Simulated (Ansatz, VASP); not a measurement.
One calculation of Os, two programs

```
CELL_PARAMETERS angstrom
2.73410 0.00000 0.00000
-1.36705 2.36780 0.00000
0.00000 0.00000 4.31970
ATOMIC_POSITIONS crystal
Os 0.57810 0.84585 0.11110
Os 0.66667 0.33333 0.75000
```

Alike in both runs: task single point; functional PBEsol; k mesh 18 × 18 × 12; occupations gaussian, width 0.15 eV; no spin polarisation.

|  | VASP | Ansatz |
| --- | --- | --- |
| version | VASP 6.6.1 | Ansatz 0.2.0 |
| potentials or method | VASP PAW PBE potentials, release 64 (Os), cutoff 520 eV | scalar-relativistic, plane waves, PAW |
| valence electrons in the cell | 16 | 32 |

|  | VASP | Ansatz | Ansatz less VASP |
| --- | --- | --- | --- |
| gap on the k mesh at the Fermi level (eV) | none | none | - |
| rms of the force components (eV/Å) | 12.094 | 12.697 | +0.6024 |

VASP's potentials were made for PBE, not for PBEsol. Atom by atom the forces differ by 0.671 eV/Å (rms over components). A gap of «none» marks a metal or a gap that the smearing closes. VASP's potentials hold 16 valence electrons a cell and Ansatz's 32, so a difference there can come from the potentials and not from the codes.

Neither program's run includes spin-orbit coupling.
